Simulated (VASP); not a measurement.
Set up this calculation in VASP 6.6.1, as the native input.

```yaml
Task: single point
Functional: PBE
Dispersion: D3(BJ)
Potentials_or_basis: VASP PAW PBE potentials, release 64 (Mn_pv, S)
Cutoff: 520 eV
k_mesh: 9 × 9 × 9
Occupations: fermi-dirac, width 0.05 eV
Spin: collinear spin, ferromagnetic start
Starting_moments: "[4.0, 0.0] μB"
Dipole_correction: no
Further_INCAR_settings: ALGO = Normal; EDIFF = 1e-06; NBANDS = 20
```

The structure of MnS lies in POSCAR:

```
MnS
1.0
    0.0000000000      2.6217488470      2.6217488470
    2.6217488470      0.0000000000      2.6217488470
    2.6217488470      2.6217488470      0.0000000000
Mn S
1 1
Direct
    0.0000000000      0.0000000000      0.0000000000
    0.5000000000      0.5000000000      0.5000000000
```

The input as run:

INCAR

```
SYSTEM = MnS
ALGO     = Normal         ! electronic algorithm
EDIFF    = 1E-6           ! SCF threshold, eV
ENCUT    = 520            ! plane-wave cutoff, eV
GGA      = PE             ! functional
ISIF     = 2              ! what is computed and relaxed
ISMEAR   = -1             ! smearing method
ISPIN    = 2              ! spin polarisation
IVDW     = 12             ! dispersion correction
LASPH    = .True.         ! aspherical terms in the spheres
LCHARG   = .False.        ! write CHGCAR
LMAXMIX  = 4              ! l up to which the mixer works
LORBIT   = 11             ! projections on sites
LREAL    = .False.        ! projectors in reciprocal space
LWAVE    = .False.        ! write WAVECAR
MAGMOM   = 4 0            ! initial moments
NBANDS   = 20             ! bands
NELM     = 150            ! most SCF steps
PREC     = Accurate       ! precision mode
SIGMA    = 0.05           ! smearing width, eV
```

KPOINTS

```
k-points
0
Gamma
  9 9 9
  0 0 0
```

Potentials or basis: VASP PAW PBE potentials, release 64 (Mn_pv, S).

Launch:

```bash
$ cat potpaw_PBE.64/Mn_pv/POTCAR potpaw_PBE.64/S/POTCAR > POTCAR
$ mpirun -np 1 vasp_std > vasp.out
```

Results of the run:

The pressure is -7.5 GPa. The net moment is 4.76 μB per cell and the site moments are Mn +4.29; S +0.11 μB. The valence electrons inside the program's atomic spheres are Mn 11.29; S 3.72 and the dispersion energy per atom is -0.400 eV.

Caveat: the cell stands under tension; a cell with one magnetic atom can't hold antiferromagnetic order, which such compounds often take.

It took 33 s on 1 thread of Intel(R) Xeon(R) Platinum 8488C (Sapphire Rapids), with other jobs on the host, peak memory 0.19 GiB.
